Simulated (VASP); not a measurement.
C: relaxation of cell and atoms with r2SCAN

The system is C.

```
C
1.0
     2.12732   -1.22828    0.00000
     2.12732    1.22828    0.00000
    -1.37907    0.00000    3.50283
C
2
Direct
  0.83336 0.83336 0.00009
  0.16664 0.16664 0.99991
```

```json
{
  "Program": "VASP 6.6.1",
  "Task": "relaxation of cell and atoms",
  "Functional": "r2SCAN",
  "Potentials or basis": "VASP PAW PBE potentials, release 64 (C)",
  "Cutoff": "660 eV",
  "k mesh": "13 × 13 × 8",
  "Occupations": "fermi-dirac, width 0.1 eV",
  "Spin": "no spin polarisation",
  "Target pressure": "5 GPa",
  "Dipole correction": "no",
  "Further INCAR settings": "ALGO = Normal; EDIFF = 1e-07; IBRION = 2; EDIFFG = -0.005; NSW = 80; ISIF = 3"
}
```

* Relaxed volume: 8.18 Å³/atom
* Relaxed cell: a = 2.447 Å, b = 2.447 Å, c = 3.444 Å, α = 110.30°, β = 110.30°, γ = 60.00°
* Space group after relaxing (to 0.1 Å): R-3m (No. 166)
* Energy change on relaxing (the run minimises the enthalpy): +11.4 meV/atom
* Ionic steps: 14
* Pressure after relaxing: 5.0 GPa

Stress tensor (GPa, compression positive):
```
 5.04  0.00 -0.08
 0.00  5.00  0.00
-0.08  0.00  4.99
```

The path:
```
step  energy change (eV)  largest force (eV/Å)  pressure (GPa)  volume (Å³)
   1              0.0000                0.0105           -0.13        18.31
   2              0.0281                0.0102           12.41        17.54
   3              0.0049                0.0036            5.03        17.97
   4              0.0048                0.0105            5.03        17.65
   5              0.0146                0.0548            5.35        16.69
   6              0.1327                0.2051            8.74        14.75
   7              0.0200                0.0590            5.50        16.46
   8              0.0238                0.0663            5.61        16.33
   9              0.0215                0.2447            2.29        16.46
  10              0.0227                0.0397            4.88        16.36
  11              0.0229                0.1681            4.89        16.36
  12              0.0227                0.0143            4.89        16.36
  13              0.0232                0.0407            5.35        16.34
  14              0.0228                0.0019            5.01        16.35
```

Final structure:
```cif
data_structure
_symmetry_space_group_name_H-M 'P 1'
_symmetry_Int_Tables_number 1
_cell_length_a 2.4465
_cell_length_b 2.4465
_cell_length_c 3.4435
_cell_angle_alpha 110.300
_cell_angle_beta 110.300
_cell_angle_gamma 59.997
_cell_volume 16.35
loop_
_atom_site_label
_atom_site_type_symbol
_atom_site_fract_x
_atom_site_fract_y
_atom_site_fract_z
_atom_site_occupancy
C1 C 0.83339 0.83339 0.00018 1
C2 C 0.16661 0.16661 0.99982 1
```

Run time: 22 min on 1 thread of Intel(R) Xeon(R) 6975P-C (Granite Rapids), on a shared host, peak memory 0.19 GiB.

Caveat: the cell is relaxed towards a set pressure, so the run minimises the enthalpy, not the energy; the PAW data sets were made with another functional, which shifts forces and pressure a little.
